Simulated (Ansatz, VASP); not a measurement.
## Re in VASP and in Ansatz

```xyz
1
Lattice="0.0000 1.9314 1.9314 1.9314 0.0000 1.9314 1.9314 1.9314 0.0000" Properties=species:S:1:pos:R:3 pbc="T T T"
Re    0.0000    0.0000    0.0000
```

Alike in both runs: task relaxation of cell and atoms; functional LDA; k mesh 18 × 18 × 18; occupations fermi-dirac, width 0.05 eV; non-collinear spin, spin-orbit coupling.

|  | VASP | Ansatz |
| --- | --- | --- |
| version | VASP 6.6.1 | Ansatz 0.2.0 |
| potentials or method | VASP PAW LDA potentials, release 64 (Re), cutoff 600 eV | all-electron LAPW |

Ansatz gave:

* relaxed volume (Å³/atom): 14.41
* relaxed length of the cell vector where the two differ most in proportion (Å): 2.731

Problem. Which values does VASP return?

Solution. Relaxed volume (Å³/atom): 14.46; relaxed length of the cell vector where the two differ most in proportion (Å): 2.735.

LDA's correlation is that of Perdew and Zunger in VASP and of Perdew and Wang (1992) in Ansatz. Ansatz ran all-electron here, and VASP with PAW potentials.
